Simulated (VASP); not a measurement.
A run of VASP 6.6.1:

The input INCAR:

```
SYSTEM = LiBr
PREC = Accurate
ENCUT = 750
EDIFF = 1E-6
ISMEAR = -5
SIGMA = 0.1
LREAL = .FALSE.
LASPH = .TRUE.
NELM = 120
ALGO = Normal
ISIF = 2
LWAVE = .FALSE.
LCHARG = .FALSE.
GGA = PE
IVDW = 12
NBANDS = 12
GGA_COMPAT = .FALSE.
```

File KPOINTS:

```
Automatic mesh
0
G
  4 4 4
  0 0 0
```

Contents of POSCAR:

```
LiBr
1.0
    0.0000000000      2.7226905798      2.7226905798
    2.7226905798      0.0000000000      2.7226905798
    2.7226905798      2.7226905798      0.0000000000
Li Br
1 1
Direct
    0.0000000000      0.0000000000      0.0000000000
    0.5000000000      0.5000000000      0.5000000000
```

Potentials or basis: VASP PAW PBE potentials, release 64 (Li_sv, Br).

Launch:

```bash
$ cat potpaw_PBE.64/Li_sv/POTCAR potpaw_PBE.64/Br/POTCAR > POTCAR
$ mpirun -np 1 vasp_std > vasp.out
```

Hardware: 1 thread of Intel Xeon 8259CL, on a shared host.

How long does it take, and how much memory?

Run time: 17 s on 1 thread of Intel Xeon 8259CL (shared host), peak memory 0.2 GiB. Counts: scf iterations 12, k points 8.
